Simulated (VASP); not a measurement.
Input of a VASP 6.6.1 run:

INCAR

```
  PREC = Accurate
  ENCUT = 600
  EDIFF = 1E-6
  ISMEAR = 0
  SIGMA = 0.1
  LREAL = False
  LASPH = True
  NELM = 200
  ALGO = Normal
  ISIF = 2
  LWAVE = False
  LCHARG = True
  ISPIN = 2
  MAGMOM = 0.8
  LORBIT = 11
  LMAXMIX = 4
  LELF = True
  LVHAR = True
  NBANDS = 15
  GGA_COMPAT = False
```

The input KPOINTS:

```
regular mesh
0
Gamma
  10 10 10
```

File POSCAR:

```
Ni
1.0
    0.0000000000      1.7126573795      1.7126573795
    1.7126573795      0.0000000000      1.7126573795
    1.7126573795      1.7126573795      0.0000000000
Ni
1
Direct
    0.0000000000      0.0000000000      0.0000000000
```

Potentials or basis: VASP PAW LDA potentials, release 64 (Ni).

The run is started by

```bash
$ cat potpaw_LDA.64/Ni/POTCAR > POTCAR
$ mpirun -np 1 vasp_std > vasp.out
```

**Question.** Predict the site moments.

**Answer.** Ni +0.65 μB.

**Question.** Predict the net moment.

**Answer.** 0.65 μB per cell.

**Question.** Estimate the pressure.

**Answer.** -0.2 GPa.
